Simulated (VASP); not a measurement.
# BN (P6_3/mmc) in VASP: notebook, part 2 of 2

VASP 6.6.1.

### 3 Single point, PBE+D3(BJ)

This run uses another cell than the first one, of the same volume but with other edges.

INCAR

```
PREC = Accurate
ENCUT = 520
EDIFF = 1E-7
ISMEAR = 0
SIGMA = 0.05
LREAL = F
LASPH = T
NELM = 80
ALGO = Normal
ISIF = 2
LWAVE = F
LCHARG = F
GGA = PE
IVDW = 12
NBANDS = 16
```

KPOINTS

```
Automatic mesh
0
Gamma
  12 12 4
```

POSCAR

```
BN
1.0
    2.3563464098      0.0000000000      0.0000000000
   -1.1781732049      2.0406558510      0.0000000000
    0.0000000000      0.0000000000      7.5221150347
B N
2 2
Direct
    0.3333333333      0.6666666667      0.2500000000
    0.6666666667      0.3333333333      0.7500000000
    0.3333333333      0.6666666667      0.7500000000
    0.6666666667      0.3333333333      0.2500000000
```

Potentials or basis: VASP PAW PBE potentials, release 64 (B, N).

Command:

```console
$ cat potpaw_PBE.64/B/POTCAR potpaw_PBE.64/N/POTCAR > POTCAR
$ mpirun -np 1 vasp_std > vasp.out
```

OUTCAR:

```text
PREC = Accurate
   ENCUT = 520
   EDIFF = 1E-7
   ISMEAR = 0
   LREAL = F
   LASPH = T
   NELM = 80
   ISIF = 2
   GGA = PE
   IVDW = 12
 IVDW          = 12

 ion  position               nearest neighbor table
   1  0.333  0.667  0.250-   4 1.36   4 1.36   4 1.36
   2  0.667  0.333  0.750-   3 1.36   3 1.36   3 1.36
   3  0.333  0.667  0.750-   2 1.36   2 1.36   2 1.36
   4  0.667  0.333  0.250-   1 1.36   1 1.36   1 1.36

  LATTYP: Found a hexagonal cell.
 ALAT       =     2.3563464098
 C/A-ratio  =     3.1922789465

  Lattice vectors:

 A1 = (   2.3563464098,   0.0000000000,   0.0000000000)
 A2 = (  -1.1781732049,   2.0406558510,   0.0000000000)
 A3 = (   0.0000000000,   0.0000000000,   7.5221150347)

Analysis of symmetry for initial positions (statically):
=====================================================================
 Subroutine PRICEL returns:
 Original cell was already a primitive cell.

 Routine SETGRP: Setting up the symmetry group for a
 hexagonal supercell.

 Subroutine GETGRP returns: Found 24 space group operations
 (whereof 12 operations were pure point group operations)
 out of a pool of 24 trial point group operations.

The static configuration has the point symmetry D_3d.
 The point group associated with its full space group is D_6h.

Analysis of symmetry for dynamics (positions and initial velocities):
=====================================================================
 Subroutine PRICEL returns:
 Original cell was already a primitive cell.

 Routine SETGRP: Setting up the symmetry group for a
 hexagonal supercell.

 Subroutine GETGRP returns: Found 24 space group operations
 (whereof 12 operations were pure point group operations)
 out of a pool of 24 trial point group operations.

[... 122 lines left out ...]
   IALGO  =     38    algorithm
   IMIX   =      4    mixing-type and parameters
     AMIX     =   0.40;   BMIX     =  1.00
     AMIX_MAG =   1.60;   BMIX_MAG =  1.00
  volume/ion in A,a.u.               =       9.04        61.02
  Fermi-wavevector in a.u.,A,eV,Ry     =   1.247379  2.357205 21.170055  1.555955
  Thomas-Fermi vector in A             =   2.381514
   LORBIT       =      0    0 simple, 1 ext, 2 COOP (PROOUT), +10 PAW based schemes
   GGA     = PE    functional components
   LHFCALC =     F    Hartree Fock is set to
   AEXX    =    0.0000 exact exchange contribution
   IVDW    =    12    specifies the selected vdW correction
   LEPSILON=     F    determine dielectric tensor
   LRPA    =     F    only Hartree local field effects (RPA)
 non-spin polarized calculation
 Gauss-broadening in eV      SIGMA  =   0.05
  energy-cutoff  :      520.00
  volume of cell :       36.17
 maximum number of plane-waves:      1005
 NGX is ok and might be reduce to    18

 number of electron      16.0000001 magnetization

 Free energy of the ion-electron system (eV)
  ---------------------------------------------------
  ext. energy  EPLUGINS =         0.00000000
  ---------------------------------------------------
  free energy    TOTEN  =       -34.09781165 eV

  energy without entropy =      -34.09781165  energy(sigma->0) =      -34.09781165

 E-fermi :   2.3220     XC(G=0):  -9.5798

 val. band max:        2.1024749873   @ k =   0.3333   0.3333   0.5000
 cond. band min:       6.5690133533   @ k =   0.0000   0.0000   0.0000
 fundamental gap:      4.4665383660
 Fermi energy:         2.3219672208

 k-point     1 :       0.0000    0.0000    0.0000
  band No.  band energies     occupation
      1     -16.7435      2.00000
      2     -16.6459      2.00000
      3      -4.6512      2.00000
      4      -3.6382      2.00000
      5       1.0210      2.00000
      6       1.0210      2.00000
[... 433 lines left out ...]
      3      -5.1594      2.00000
      4      -5.1487      2.00000
      5      -1.6564      2.00000
      6      -1.6479      2.00000
[... 8 lines left out ...]
     15      19.9228      0.00000
     16      21.6232      0.00000

 [... further k-points ...]

------------------------ aborting loop because EDIFF is reached ----------------------------------------

 Edisp (eV)   -0.53407

 E8    (eV) :    -0.1540

  FORCE on cell =-STRESS in cart. coord.  units (eV):
  Direction    XX          YY          ZZ          XY          YZ          ZX
  --------------------------------------------------------------------------------------
  -------------------------------------------------------------------------------------
  Total      17.88752    17.88752    -0.53468     0.00000    -0.00000     0.00000
  in kB     792.34062   792.34062   -23.68390     0.00000    -0.00000     0.00000
  external pressure =      520.33 kB  Pullay stress =        0.00 kB

 VOLUME and BASIS-vectors are now :
 -----------------------------------------------------------------------------
  energy-cutoff  :      520.00
  volume of cell :       36.17
      direct lattice vectors                 reciprocal lattice vectors
     2.356346410  0.000000000  0.000000000     0.424385819  0.245019267  0.000000000
    -1.178173205  2.040655851  0.000000000     0.000000000  0.490038533  0.000000000
     0.000000000  0.000000000  7.522115035     0.000000000  0.000000000  0.132941333

 POSITION                                       TOTAL-FORCE (eV/Angst)
 -----------------------------------------------------------------------------------
     -0.00000      1.36044      1.88053        -0.000000      0.000000      0.000000
      1.17817      0.68022      5.64159         0.000000     -0.000000      0.000000
     -0.00000      1.36044      5.64159        -0.000000      0.000000      0.000000
      1.17817      0.68022      1.88053         0.000000     -0.000000      0.000000
 -----------------------------------------------------------------------------------
    total drift:                                0.000000     -0.000000      0.000000

  FREE ENERGIE OF THE ION-ELECTRON SYSTEM (eV)
  ---------------------------------------------------
  free  energy   TOTEN  =       -34.6318770135 eV

  energy  without entropy=      -34.6318770135  energy(sigma->0) =      -34.63187701
```

OSZICAR:

```text
N       E                     dE             d eps       ncg     rms          rms(c)
DAV:   1     0.590794432759E+02    0.59079E+02   -0.80499E+03  1824   0.923E+02
DAV:   2    -0.359549753681E+02   -0.95034E+02   -0.86660E+02  2448   0.237E+02
DAV:   3    -0.393833375789E+02   -0.34284E+01   -0.34159E+01  2472   0.446E+01
DAV:   4    -0.394072893039E+02   -0.23952E-01   -0.23949E-01  2224   0.412E+00
DAV:   5    -0.394075563614E+02   -0.26706E-03   -0.26706E-03  2440   0.400E-01    0.132E+01
DAV:   6    -0.348410839110E+02    0.45665E+01   -0.61876E+00  2304   0.192E+01    0.616E+00
DAV:   7    -0.342145676738E+02    0.62652E+00   -0.10937E+00  2384   0.733E+00    0.358E+00
DAV:   8    -0.340992043945E+02    0.11536E+00   -0.31936E-01  2400   0.393E+00    0.536E-01
DAV:   9    -0.340959392382E+02    0.32652E-02   -0.19987E-02  1944   0.114E+00    0.243E-01
DAV:  10    -0.340976032583E+02   -0.16640E-02   -0.16213E-03  1952   0.323E-01    0.368E-02
DAV:  11    -0.340977807874E+02   -0.17753E-03   -0.15746E-04  2208   0.936E-02    0.335E-02
DAV:  12    -0.340978111807E+02   -0.30393E-04   -0.42922E-05  1952   0.445E-02    0.311E-03
DAV:  13    -0.340978115353E+02   -0.35461E-06   -0.94184E-07  2472   0.793E-03    0.985E-04
DAV:  14    -0.340978116527E+02   -0.11742E-06   -0.16018E-07  1952   0.295E-03    0.434E-04
DAV:  15    -0.340978116509E+02    0.17776E-08   -0.14269E-09  1568   0.370E-04
   1 F= -.34631877E+02 E0= -.34631877E+02  d E =-.156278E-11
```

stdout:

```text
POSCAR found type information on POSCAR B N
 POSCAR found :  2 types and       4 ions
 scaLAPACK will be used
 LDA part: xc-table for (Slater+PW92), standard interpolation
 POSCAR, INCAR and KPOINTS ok, starting setup
 FFT: planning ... GRIDC
 FFT: planning ... GRID_SOFT
 FFT: planning ... GRID
 WAVECAR not read
 entering main loop
```

Run time: 33 s. Hardware: 1 thread of Intel Xeon Platinum 8375C at 2.90GHz (Ice Lake), shared host; peak memory 0.16 GiB.

What came out:

| Property | Result |
| --- | --- |
| Free energy | -34.6319 eV |
| Pressure | 52.0 GPa |
| Band gap on the k mesh | 4.47 eV, indirect (least direct gap 5.13 eV) |
| Dispersion energy per atom | -0.134 eV |

Stress tensor (GPa, compression positive):
```
79.23  0.00  0.00
 0.00 79.23  0.00
 0.00  0.00 -2.37
```

### 4 Single point, PBE+D3(BJ)

This run uses another cell than the first one, of the same volume but with other edges.

INCAR

```
ALGO = Normal
EDIFF = 1E-6
ENCUT = 520
GGA = PE
ISIF = 2
ISMEAR = 0
IVDW = 12
LASPH = T
LCHARG = F
LREAL = F
LWAVE = F
NBANDS = 16
NELM = 100
PREC = Accurate
SIGMA = 0.05
```

KPOINTS

```
k-points
0
Gamma
  12 12 4
```

POSCAR

```
BN
1.0
    2.5745635121      0.0000000000      0.0000000000
   -1.2872817561      2.2296374052      0.0000000000
    0.0000000000      0.0000000000      6.3010224206
B N
2 2
Direct
    0.3333333333      0.6666666667      0.2500000000
    0.6666666667      0.3333333333      0.7500000000
    0.3333333333      0.6666666667      0.7500000000
    0.6666666667      0.3333333333      0.2500000000
```

Command:

```console
$ cat potpaw_PBE.64/B/POTCAR potpaw_PBE.64/N/POTCAR > POTCAR
$ mpirun -np 1 vasp_std > vasp.out
```

It took 27 s on 1 thread of Intel Xeon Platinum 8375C at 2.90GHz (Ice Lake), shared host; peak memory 0.17 GiB.

It converged, with:

```yaml
Free_energy: -35.5449 eV
Pressure: -17.3 GPa
Band_gap_on_the_k_mesh: 4.01 eV, indirect (least direct gap 4.31 eV)
Dispersion_energy_per_atom: -0.142 eV
```

Stress tensor (GPa, compression positive):
```
-26.81   0.00   0.00
  0.00 -26.81   0.00
  0.00   0.00   1.64
```

Levels at points of the mesh, in eV from the valence-band top:
| k point | band 4 | band 5 | band 6 | band 7 | band 8 | band 9 | band 10 | band 11 | band 12 | band 13 |
| --- | --- | --- | --- | --- | --- | --- | --- | --- | --- | --- |
| (0.00, 0.00, 0.00) | -3.36 | -1.50 | -1.50 | -1.42 | -1.42 | 5.48 | 10.40 | 10.76 | 10.76 | 10.93 |
| (0.50, 0.00, 0.00) | -8.55 | -4.11 | -3.99 | -1.64 | -0.29 | 4.01 | 5.66 | 8.77 | 8.95 | 12.59 |
| (0.00, 0.00, 0.50) | -4.93 | -1.46 | -1.46 | -1.46 | -1.46 | 7.95 | 7.95 | 10.86 | 10.86 | 10.86 |
| (0.50, 0.00, 0.50) | -8.62 | -4.05 | -4.05 | -0.91 | -0.91 | 4.49 | 4.49 | 9.04 | 9.04 | 13.39 |

 A k mesh can miss the band edges.

### 5 Single point, PBE+D3(BJ)

This run uses another cell than the first one, of the same volume but with other edges.

INCAR

```
SYSTEM = BN
PREC = Accurate ; ENCUT = 520
EDIFF = 1E-6 ; ISMEAR = 0
SIGMA = 0.05 ; LREAL = .FALSE.
LASPH = .TRUE. ; NELM = 100
ALGO = Normal ; ISIF = 2
LWAVE = .FALSE. ; LCHARG = .FALSE.
GGA = PE ; IVDW = 12
NBANDS = 16
```

KPOINTS

```
regular mesh
0
G
  12 12 4
  0 0 0
```

POSCAR

```
BN
1.0
    2.4256901463      0.0000000000      0.0000000000
   -1.2128450732      2.1007092884      0.0000000000
    0.0000000000      0.0000000000      7.0981896195
B N
2 2
Direct
    0.3333333333      0.6666666667      0.2500000000
    0.6666666667      0.3333333333      0.7500000000
    0.3333333333      0.6666666667      0.7500000000
    0.6666666667      0.3333333333      0.2500000000
```

Command:

```console
$ cat potpaw_PBE.64/B/POTCAR potpaw_PBE.64/N/POTCAR > POTCAR
$ mpirun -np 1 vasp_std > vasp.out
```

It took 32 s on 1 thread of Intel Xeon Platinum 8375C at 2.90GHz (Ice Lake), shared host; peak memory 0.17 GiB.

Results (log left out):

```yaml
Free_energy: -35.4232 eV
Pressure: 25.1 GPa
Band_gap_on_the_k_mesh: 4.54 eV, indirect (least direct gap 4.90 eV)
Dispersion_energy_per_atom: -0.138 eV
```

Stress tensor (GPa, compression positive):
```
38.56  0.00  0.00
 0.00 38.56  0.00
 0.00  0.00 -1.77
```

Levels at points of the mesh, in eV from the valence-band top:
```csv
k point,band 4,band 5,band 6,band 7,band 8,band 9,band 10,band 11,band 12,band 13
"(0.00, 0.00, 0.00)",-4.98,-1.21,-1.21,-1.20,-1.20,4.84,9.65,12.39,12.39,12.45
"(0.50, 0.00, 0.00)",-9.25,-4.28,-4.25,-1.34,-0.68,4.54,5.58,10.35,11.04,12.82
"(0.00, 0.00, 0.50)",-5.78,-1.20,-1.20,-1.20,-1.20,6.90,6.90,12.42,12.42,12.42
"(0.50, 0.00, 0.50)",-9.27,-4.27,-4.27,-1.01,-1.01,4.94,4.94,10.86,10.86,13.75
```

### 6 Summary

```csv
cell,gap on the mesh (eV),pressure (GPa)
"a = 2.643, b = 2.643, c = 5.977 Å, angles 90.0, 90.0, 120.0°, 4 atoms",3.86,-31.8
"a = 2.356, b = 2.356, c = 7.522 Å, angles 90.0, 90.0, 120.0°, 4 atoms",4.47,52.0
"a = 2.575, b = 2.575, c = 6.301 Å, angles 90.0, 90.0, 120.0°, 4 atoms",4.01,-17.3
"a = 2.426, b = 2.426, c = 7.098 Å, angles 90.0, 90.0, 120.0°, 4 atoms",4.54,25.1
```

Alike in all rows: task single point; level PBE+D3(BJ); potentials or basis VASP PAW PBE potentials, release 64 (B, N); no spin polarisation; k mesh 12 × 12 × 4; cutoff (eV) 520; smearing gaussian 0.05 eV.

Total energies depend on the potentials used, so only differences within one code and one set of settings carry meaning.
